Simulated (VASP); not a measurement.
Here is a VASP 6.6.1 calculation.

Contents of INCAR:

```
SYSTEM = Mg3ZrN2
PREC = Accurate ; ENCUT = 600
EDIFF = 1E-6 ; ISMEAR = 0
SIGMA = 0.1 ; LREAL = .False.
LASPH = .True. ; NELM = 100
ALGO = Normal ; ISIF = 3
LWAVE = .False. ; LCHARG = .False.
GGA = PE ; IBRION = 2
NSW = 100 ; EDIFFG = -0.01
```

File KPOINTS:

```
Automatic mesh
0
Gamma
  12 12 12
  0 0 0
```

File POSCAR:

```
Mg3ZrN2
1.0
    5.6979696500      0.0000000000      0.0000000000
   -2.8489848200      4.9345864600      0.0000000000
    0.0000000000      0.0000000000      2.9895548300
Mg Zr N
3 1 2
Direct
    0.0000000000      0.5000000000      0.0000000000
    0.5000000000      0.5000000000      0.0000000000
    0.5000000000      0.0000000000      0.0000000000
    0.0000000000      0.0000000000      0.5000000000
    0.6666666700      0.3333333300      0.5000000000
    0.3333333300      0.6666666700      0.5000000000
```

Potentials or basis: VASP PAW PBE potentials, release 64 (Mg, Zr_sv, N).

The run is started by

```sh
$ cat potpaw_PBE.64/Mg/POTCAR potpaw_PBE.64/Zr_sv/POTCAR potpaw_PBE.64/N/POTCAR > POTCAR
$ mpirun -np 1 vasp_std > vasp.out
```

Estimate the band gap on the k mesh.

zero (band 14 reaches 6.87 eV, above the bottom of band 15 at 5.82 eV).

Predict the relaxed cell.

a = 5.454 Å, b = 5.454 Å, c = 3.109 Å, α = 90.00°, β = 90.00°, γ = 120.00°.

Predict the space group after relaxing (to 0.05 Å).

P6/mmm (No. 191).

Estimate the relaxed volume.

13.35 Å³/atom.

The path:
| step | energy change (eV) | largest force (eV/Å) | pressure (GPa) | volume (Å³) |
| --- | --- | --- | --- | --- |
| 1 | 0.0000 | 0.0000 | -2.42 | 84.06 |
| 2 | -0.1152 | 0.0000 | -0.46 | 81.47 |
| 3 | -0.1523 | 0.0000 | 1.96 | 78.86 |
| 4 | -0.1527 | 0.0000 | 1.72 | 79.09 |
| 5 | -0.1594 | 0.0000 | -0.75 | 80.59 |
| 6 | -0.1620 | 0.0000 | 0.09 | 80.06 |
| 7 | -0.1620 | 0.0000 | 0.06 | 80.08 |
